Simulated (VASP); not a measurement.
# AlRu (Pm-3m) in VASP: further runs, part 2 of 2

VASP 6.6.1. Earlier steps stand in the parts before.

### 5 Relaxation of cell and atoms, HF

This run uses another cell than the first one, of 13.39 Å³/atom.

POSCAR

```
AlRu
1.0
    2.9916000000      0.0000000000      0.0000000000
    0.0000000000      2.9916000000      0.0000000000
    0.0000000000      0.0000000000      2.9916000000
Ru Al
1 1
Direct
    0.5000000000      0.5000000000      0.5000000000
    0.0000000000      0.0000000000      0.0000000000
```

INCAR.step1

```
SYSTEM = AlRu
ALGO = Normal ; EDIFF = 1E-5
ENCUT = 600 ; GGA = PE
ISMEAR = -1 ; LASPH = .True.
LCHARG = .False. ; LREAL = .False.
LWAVE = .True. ; NBANDS = 16
NELM = 60 ; PREC = Accurate
SIGMA = 0.05
```

INCAR.step2

```
SYSTEM = AlRu
AEXX = 1.0 ; AGGAC = 0.0
ALDAC = 0.0 ; ALGO = Normal
EDIFF = 1E-6 ; EDIFFG = -0.01
ENCUT = 600 ; GGA = PE
IBRION = 2 ; ISIF = 3
ISMEAR = -1 ; ISTART = 1
LASPH = .True. ; LCHARG = .False.
LHFCALC = .True. ; LREAL = .False.
LWAVE = .False. ; NELM = 60
NSW = 60 ; PREC = Accurate
PRECFOCK = Normal ; SIGMA = 0.05
```

KPOINTS

```
k-points
0
Gamma
  5 5 5
  0 0 0
```

Potentials or basis: VASP PAW PBE potentials, release 64 (Ru_pv, Al).

Run with:

```sh
$ cat potpaw_PBE.64/Ru_pv/POTCAR potpaw_PBE.64/Al/POTCAR > POTCAR
$ cp INCAR.step1 INCAR
$ mpirun -np 1 vasp_std > vasp.out
$ cp INCAR.step2 INCAR
$ mpirun -np 1 vasp_std > vasp.out
```

OUTCAR:

```text
SYSTEM = AlRu
   AEXX = 1.0
   EDIFF = 1E-6
   EDIFFG = -0.01
   ENCUT = 600
   GGA = PE
   IBRION = 2
   ISIF = 3
   ISMEAR = -1
   ISTART = 1
   LASPH = .True.
   LHFCALC = .True.
   LREAL = .False.
   NELM = 60
   NSW = 60
   PREC = Accurate
   PRECFOCK = Normal

 ion  position               nearest neighbor table
   1  0.500  0.500  0.500-   2 2.59   2 2.59   2 2.59   2 2.59   2 2.59   2 2.59   2 2.59   2 2.59

   2  0.000  0.000  0.000-   1 2.59   1 2.59   1 2.59   1 2.59   1 2.59   1 2.59   1 2.59   1 2.59

  LATTYP: Found a simple cubic cell.
 ALAT       =     2.9916000000

  Lattice vectors:

 A1 = (   2.9916000000,   0.0000000000,   0.0000000000)
 A2 = (   0.0000000000,   2.9916000000,   0.0000000000)
 A3 = (   0.0000000000,   0.0000000000,   2.9916000000)

Analysis of symmetry for initial positions (statically):
=====================================================================
 Subroutine PRICEL returns:
 Original cell was already a primitive cell.

 Routine SETGRP: Setting up the symmetry group for a
 simple cubic supercell.

 Subroutine GETGRP returns: Found 48 space group operations
 (whereof 48 operations were pure point group operations)
 out of a pool of 48 trial point group operations.

The static configuration has the point symmetry O_h .

Analysis of symmetry for dynamics (positions and initial velocities):
=====================================================================
 Subroutine PRICEL returns:
 Original cell was already a primitive cell.

 Routine SETGRP: Setting up the symmetry group for a
 simple cubic supercell.

 Subroutine GETGRP returns: Found 48 space group operations
 (whereof 48 operations were pure point group operations)
 out of a pool of 48 trial point group operations.

The dynamic configuration has the point symmetry O_h .

 Subroutine INISYM returns: Found 48 space group operations
 (whereof 48 operations are pure point group operations),
 and found     1 'primitive' translations

----------------------------------------------------------------------------------------

                                     Primitive cell

  volume of cell :      26.7738

  direct lattice vectors                    reciprocal lattice vectors
     2.991600000  0.000000000  0.000000000     0.334269287  0.000000000  0.000000000
     0.000000000  2.991600000  0.000000000     0.000000000  0.334269287  0.000000000
     0.000000000  0.000000000  2.991600000     0.000000000  0.000000000  0.334269287

  length of vectors
     2.991600000  2.991600000  2.991600000     0.334269287  0.334269287  0.334269287

  position of ions in fractional coordinates (direct lattice)
     0.500000000  0.500000000  0.500000000
     0.000000000  0.000000000  0.000000000

  ion indices of the primitive-cell ions
   primitive index   ion index
                 1           1
                 2           2

----------------------------------------------------------------------------------------

 KPOINTS: k-points

Automatic generation of k-mesh.
 Grid dimensions read from file:
 generate k-points for:    5    5    5

 Generating k-lattice:

  Cartesian coordinates                     Fractional coordinates (reciprocal lattice)
     0.066853857  0.000000000  0.000000000     0.200000000  0.000000000  0.000000000
     0.000000000  0.066853857  0.000000000     0.000000000  0.200000000  0.000000000
     0.000000000  0.000000000  0.066853857     0.000000000  0.000000000  0.200000000

  Length of vectors
     0.066853857  0.066853857  0.066853857

  Shift w.r.t. Gamma in fractional coordinates (k-lattice)
     0.000000000  0.000000000  0.000000000

 Subroutine IBZKPT returns following result:
 ===========================================

 Found     10 irreducible k-points:

 Following reciprocal coordinates:
            Coordinates               Weight
  0.000000  0.000000  0.000000      1.000000
  0.200000  0.000000  0.000000      6.000000
  0.400000  0.000000  0.000000      6.000000
  0.200000  0.200000  0.000000     12.000000
  0.400000  0.200000  0.000000     24.000000
  0.400000  0.400000  0.000000     12.000000
  0.200000  0.200000  0.200000      8.000000
  0.400000  0.200000  0.200000     24.000000
  0.400000  0.400000  0.200000     24.000000
  0.400000  0.400000  0.400000      8.000000
   k-points           NKPTS =     10   k-points in BZ     NKDIM =    125   number of bands    NBANDS=     12
   number of dos      NEDOS =    301   number of ions     NIONS =      2
   total plane-waves  NPLWV =  13824
   dimension x,y,z NGX =    24 NGY =   24 NGZ =   24
   dimension x,y,z NGXF=    48 NGYF=   48 NGZF=   48
   ions per type =               1   1
   NGX,Y,Z   is equivalent  to a cutoff of  13.34, 13.34, 13.34 a.u.
   NGXF,Y,Z  is equivalent  to a cutoff of  26.67, 26.67, 26.67 a.u.
 SYSTEM =  AlRu
   PREC   = accura    normal or accurate (medium, high low for compatibility)
   ISTART =      1    job   : 0-new  1-cont  2-samecut
   ICHARG =      0    charge: 1-file 2-atom 10-const
   ISPIN  =      1    spin polarized calculation?
   LNONCOLLINEAR =      F non collinear calculations
   LSORBIT =      F    spin-orbit coupling
   LASPH  =      T    aspherical Exc in radial PAW
   ENCUT  =  600.0 eV  44.10 Ry    6.64 a.u.   5.97  5.97  5.97*2*pi/ulx,y,z
   NELM   =     60;   NELMIN=  2; NELMDL=  0     # of ELM steps
   EDIFF  = 0.1E-05   stopping-criterion for ELM
   LREAL  =      F    real-space projection
   EDIFFG = -.1E-01   stopping-criterion for IOM
   NSW    =     60    number of steps for IOM
   IBRION =      2    ionic relax: 0-MD 1-quasi-New 2-CG
   NFREE  =      1    steps in history (QN), initial steepest desc. (CG)
   ISIF   =      3    stress and relaxation
   ISYM   =      3    0-nonsym 1-usesym 2-fastsym
   POTIM  = 0.5000    time-step for ionic-motion
   TEBEG  =    0.0;   TEEND  =   0.0 temperature during run
   PSTRESS=    0.0 pullay stress
   NELECT =      17.0000    total number of electrons
   NUPDOWN=      -1.0000    fix difference up-down
   EMIN   =  10.00;   EMAX   =-10.00  energy-range for DOS
   EFERMI =   0.00;   METHOD = LEGACY
   ISMEAR =    -1;   SIGMA  =   0.05  broadening in eV -4-tet -1-fermi 0-gaus
   EFERMI_NEDOS =   21; number of points for ismear=-14 and -15
   IALGO  =     38    algorithm
   IMIX   =      1    mixing-type and parameters
     AMIX     =   0.40;   BMIX     =  1.00
     AMIX_MAG =   1.60;   BMIX_MAG =  1.00
  volume/ion in A,a.u.               =      13.39        90.34
  Fermi-wavevector in a.u.,A,eV,Ry     =   1.407087  2.659009 26.938090  1.979894
  Thomas-Fermi vector in A             =   2.529382
   LORBIT       =      0    0 simple, 1 ext, 2 COOP (PROOUT), +10 PAW based schemes
   GGA     = PE    functional components
   LHFCALC =     T    Hartree Fock is set to
   PRECFOCK=normal    Normal, Fast or Accurate (Low or Medium for compatibility)
   ENCUT4O =  -1.0   cutoff for four orbital integrals eV
   NKREDX  =     1    reduce k-point grid by
   NKREDY  =     1    reduce k-point grid by
   NKREDZ  =     1    reduce k-point grid by
   AEXX    =    1.0000 exact exchange contribution
   HFSCREEN=    0.0000 screening length (either q_TF or 0.3 A-1)
   HFSCREENC=   0.0000 screening length for correlation (either q_TF or 0.3 A-1)
   ENCUTFOCK=  -1.0 apply spherical cutoff to Coloumb kernel
   IVDW    =     0    specifies the selected vdW correction
   LEPSILON=     F    determine dielectric tensor
   LRPA    =     F    only Hartree local field effects (RPA)
 conjugate gradient relaxation of ions
 non-spin polarized calculation
  energy-cutoff  :      600.00
  volume of cell :       26.77
 maximum number of plane-waves:       904
 NGX is ok and might be reduce to    24
  NGX = 18; NGY = 18; NGZ = 18

--------------------------------------- Ionic step        1  -------------------------------------------

 number of electron      16.9999997 magnetization

 Free energy of the ion-electron system (eV)
  ---------------------------------------------------
  ext. energy  EPLUGINS =         0.00000000
  ---------------------------------------------------
  free energy    TOTEN  =       -26.62133519 eV

  energy without entropy =      -26.60844650  energy(sigma->0) =      -26.61489085

------------------------ aborting loop because EDIFF is reached ----------------------------------------

  FORCE on cell =-STRESS in cart. coord.  units (eV):
  Direction    XX          YY          ZZ          XY          YZ          ZX
  --------------------------------------------------------------------------------------
  -------------------------------------------------------------------------------------
  Total        0.0850045      0.0850045      0.0850045     -0.0000000      0.0000000     -0.0000000
  in kB        5.0867670      5.0867670      5.0867670     -0.0000000      0.0000000     -0.0000000
  external PRESSURE =       5.0867670 kB  Pullay stress =       0.0000000 kB
[... 57 lines left out ...]
  energy  without entropy=      -26.6083046075  energy(sigma->0) =      -26.61474895

--------------------------------------- Ionic step        3  -------------------------------------------

 number of electron      16.9999997 magnetization

 Free energy of the ion-electron system (eV)
  ---------------------------------------------------
  ext. energy  EPLUGINS =         0.00000000
  ---------------------------------------------------
  free energy    TOTEN  =       -26.62143834 eV

  energy without entropy =      -26.60854965  energy(sigma->0) =      -26.61499399

 E-fermi :  11.5676     XC(G=0):   0.0000

 val. band max:        8.3164471280   @ k =   0.4000   0.2000   0.2000
 cond. band min:      11.5887265122   @ k =   0.4000   0.4000   0.2000
 fundamental gap:      3.2722793842
 Fermi energy:        11.5675836697

 k-point     1 :       0.0000    0.0000    0.0000
  band No.  band energies     occupation
      1     -43.6026      2.00000
      2     -43.6025      2.00000
      3     -43.6025      2.00000
      4      -5.4908      2.00000
      5       4.3849      2.00000
      6       4.3849      2.00000
      7       7.0976      2.00000
      8       7.0976      2.00000
      9       7.0976      2.00000
     10      22.1365      0.00000
     11      22.1365      0.00000
     12      22.1365      0.00000
[... 162 lines left out ...]
  FREE ENERGIE OF THE ION-ELECTRON SYSTEM (eV)
  ---------------------------------------------------
  free  energy   TOTEN  =       -26.6214383371 eV

  energy  without entropy=      -26.6085496456  energy(sigma->0) =      -26.61499399

 reached required accuracy - stopping structural energy minimisation
```

Run time: 23 min. Hardware: 1 thread of Intel Xeon 6975P-C (Granite Rapids), shared host; peak memory 0.15 GiB.

Results:

- Free energy: -26.6214 eV
- Relaxed volume: 13.42 Å³/atom
- Relaxed cell: a = 2.994 Å, b = 2.994 Å, c = 2.994 Å, α = 90.00°, β = 90.00°, γ = 90.00°
- Space group after relaxing (to 0.1 Å): Pm-3m (No. 221)
- Energy gained by relaxing: 0.1 meV/atom
- Ionic steps: 3
- Pressure after relaxing: -0.1 GPa
- Band gap on the k mesh: zero (an odd number of electrons rules out a gap without spin polarisation)

The path:
```csv
step,energy change (eV),largest force (eV/Å),pressure (GPa),volume (Å³)
1,0.0000,0.0000,0.51,26.77
2,0.0001,0.0000,-0.83,26.94
3,-0.0001,0.0000,-0.08,26.84
```

Final structure:
```yaml
crystal:
  lattice:
    - [2.99409, 0.00000, 0.00000]
    - [0.00000, 2.99409, 0.00000]
    - [0.00000, 0.00000, 2.99409]
  atoms:
    - { symbol: Ru, position: [0.50000, 0.50000, 0.50000] }
    - { symbol: Al, position: [0.00000, 0.00000, 0.00000] }
```

Caveat: the k points lie up to 0.42 Å⁻¹ apart in the final cell, too coarse for converged energies and pressures of a metal; the PAW data sets were made with another functional, which shifts forces and pressure a little.

### 6 Single point, r2SCAN

This run uses another cell than the first one, of 13.65 Å³/atom.

POSCAR

```
AlRu
1.0
    3.0114124979      0.0000000000      0.0000000000
    0.0000000000      3.0114124979      0.0000000000
    0.0000000000      0.0000000000      3.0114124979
Ru Al
1 1
Direct
    0.5000000000      0.5000000000      0.5000000000
    0.0000000000      0.0000000000      0.0000000000
```

INCAR.step1

```
PREC = Accurate ; ENCUT = 520
ISMEAR = -1 ; SIGMA = 0.05
LREAL = False ; LASPH = True
NELM = 60 ; NBANDS = 16
GGA = PE ; ALGO = Normal
EDIFF = 1E-4 ; LWAVE = True
LCHARG = False
```

INCAR.step2

```
PREC = Accurate ; ENCUT = 520
EDIFF = 1E-6 ; ISMEAR = -1
SIGMA = 0.05 ; LREAL = False
LASPH = True ; NELM = 60
ALGO = Normal ; ISIF = 2
LWAVE = False ; LCHARG = False
METAGGA = R2SCAN ; LMIXTAU = True
NBANDS = 16 ; ISTART = 1
```

KPOINTS

```
regular mesh
0
Gamma
  9 9 9
```

Potentials or basis: VASP PAW PBE potentials, release 64 (Ru_pv, Al).

Run with:

```sh
$ cat potpaw_PBE.64/Ru_pv/POTCAR potpaw_PBE.64/Al/POTCAR > POTCAR
$ cp INCAR.step1 INCAR
$ mpirun -np 1 vasp_std > vasp.out
$ cp INCAR.step2 INCAR
$ mpirun -np 1 vasp_std > vasp.out
```

OUTCAR:

```text
PREC = Accurate
   ENCUT = 520
   EDIFF = 1E-6
   ISMEAR = -1
   LREAL = False
   LASPH = True
   NELM = 60
   ISIF = 2
   METAGGA = R2SCAN
   ISTART = 1

 ion  position               nearest neighbor table
   1  0.500  0.500  0.500-   2 2.61   2 2.61   2 2.61   2 2.61   2 2.61   2 2.61   2 2.61   2 2.61

   2  0.000  0.000  0.000-   1 2.61   1 2.61   1 2.61   1 2.61   1 2.61   1 2.61   1 2.61   1 2.61

  LATTYP: Found a simple cubic cell.
 ALAT       =     3.0114124979

  Lattice vectors:

[... 192 lines left out ...]
      6       6.7007      2.00000
[... 433 lines left out ...]
      3     -32.8040      2.00000
      4       4.2903      2.00000
      5       6.4016      2.00000
      6       7.6740      2.00000
[... 8 lines left out ...]
     15      23.8599      0.00000
     16      24.4910      0.00000

 [... further k-points ...]
[... 5 lines left out ...]
  --------------------------------------------------------------------------------------
  -------------------------------------------------------------------------------------
  Total       -1.0189061     -1.0189061     -1.0189061     -0.0000000      0.0000000     -0.0000000
  in kB      -59.7769811    -59.7769811    -59.7769811     -0.0000000      0.0000000     -0.0000000
  external PRESSURE =     -59.7769811 kB  Pullay stress =       0.0000000 kB

 VOLUME and BASIS-vectors are now :
 -----------------------------------------------------------------------------
  energy-cutoff  :      520.00
  volume of cell :       27.31
      direct lattice vectors                 reciprocal lattice vectors
     3.011412498  0.000000000  0.000000000     0.332070084  0.000000000  0.000000000
     0.000000000  3.011412498  0.000000000     0.000000000  0.332070084  0.000000000
     0.000000000  0.000000000  3.011412498     0.000000000  0.000000000  0.332070084

 POSITION                                       TOTAL-FORCE (eV/Angst)
 -----------------------------------------------------------------------------------
      1.50571      1.50571      1.50571         0.000000      0.000000      0.000000
      0.00000      0.00000      0.00000         0.000000      0.000000      0.000000
 -----------------------------------------------------------------------------------
    total drift:                                0.000000     -0.000000     -0.000000

  FREE ENERGIE OF THE ION-ELECTRON SYSTEM (eV)
  ---------------------------------------------------
  free  energy   TOTEN  =       -33.5942281262 eV

  energy  without entropy=      -33.5778298813  energy(sigma->0) =      -33.58602900
```

OUTCAR.step1:

```text
PREC = Accurate
   ENCUT = 520
   ISMEAR = -1
   LREAL = False
   LASPH = True
[... 678 lines left out ...]
      1.50571      1.50571      1.50571         0.000000      0.000000      0.000000
      0.00000      0.00000      0.00000         0.000000      0.000000      0.000000
 -----------------------------------------------------------------------------------
    total drift:                                0.000000     -0.000000     -0.000000

  FREE ENERGIE OF THE ION-ELECTRON SYSTEM (eV)
  ---------------------------------------------------
  free  energy   TOTEN  =       -14.2619517107 eV

  energy  without entropy=      -14.2461110930  energy(sigma->0) =      -14.25403140
```

OSZICAR.step1:

```text
N       E                     dE             d eps       ncg     rms          rms(c)
DAV:   1     0.113906403887E+03    0.11391E+03   -0.92664E+03  1128   0.992E+02
DAV:   2    -0.131315351626E+02   -0.12704E+03   -0.12093E+03  1336   0.289E+02
DAV:   3    -0.149387004599E+02   -0.18072E+01   -0.18012E+01  1504   0.361E+01
DAV:   4    -0.149520851281E+02   -0.13385E-01   -0.13374E-01  1320   0.327E+00
DAV:   5    -0.149522896884E+02   -0.20456E-03   -0.20425E-03  1408   0.384E-01    0.117E+01
DAV:   6    -0.143558738690E+02    0.59642E+00   -0.23283E+00  1264   0.166E+01    0.230E+00
DAV:   7    -0.142790222712E+02    0.76852E-01   -0.20552E-01  1176   0.496E+00    0.194E+00
DAV:   8    -0.142624202507E+02    0.16602E-01   -0.20983E-02  1344   0.128E+00    0.207E-01
DAV:   9    -0.142619596330E+02    0.46062E-03   -0.83586E-04  1320   0.278E-01    0.128E-01
DAV:  10    -0.142619517107E+02    0.79223E-05   -0.40209E-05   776   0.709E-02
   1 F= -.14261952E+02 E0= -.14254031E+02  d E =-.158406E-01
```

Run time: 57 s. Hardware: 1 thread of Intel Xeon 8259CL, shared host; peak memory 0.15 GiB.

What came out:

* Free energy: -33.5942 eV
* Pressure: -6.0 GPa
* Band gap on the k mesh: zero (an odd number of electrons rules out a gap without spin polarisation)

Levels at points of the mesh, in eV from the Fermi level:
| k point | band 7 | band 8 | band 9 | band 10 | band 11 | band 12 |
| --- | --- | --- | --- | --- | --- | --- |
| (0.00, 0.00, 0.00) | 0.24 | 0.24 | 0.24 | 6.50 | 6.50 | 6.50 |

Caveat: the cell stands under tension; the PAW data sets were made with another functional, which shifts forces and pressure a little.

### 7 The runs side by side

| task | level | cell | k mesh | cutoff (eV) | grid for exact exchange (PRECFOCK) | share of exact exchange | gap on the mesh (eV) | pressure (GPa) | relaxed volume (Å³/atom) |
| --- | --- | --- | --- | --- | --- | --- | --- | --- | --- |
| single point | PBE0 | a = 3.050 Å, 2 atoms | 6 × 6 × 6 | 520 | Normal | 0.25 | none | -15.2 | - |
| single point | PBE0 | a = 2.992 Å, 2 atoms | 6 × 6 × 6 | 520 | Normal | 0.25 | none | -4.5 | - |
| relaxation of cell and atoms | PBEsol-based global hybrid with 25 % exact exchange | relaxed from a = 2.992 Å, 2 atoms | 5 × 5 × 5 | 600 | Normal | 0.25 | none | 0.0 | 12.94 |
| relaxation of cell and atoms | HF | relaxed from a = 2.992 Å, 2 atoms | 5 × 5 × 5 | 600 | Normal | 1 | none | -0.1 | 13.42 |
| single point | r2SCAN | a = 3.011 Å, 2 atoms | 9 × 9 × 9 | 520 | - | - | none | -6.0 | - |

Alike in all rows: potentials or basis VASP PAW PBE potentials, release 64 (Ru_pv, Al); no spin polarisation; smearing fermi-dirac 0.05 eV.

Caveats: some runs use coarse meshes; the PAW data sets were made with another functional, which shifts forces and pressure a little; the cell stands under tension (at least some runs).

Absolute energies hang on the potentials; compare differences alone.
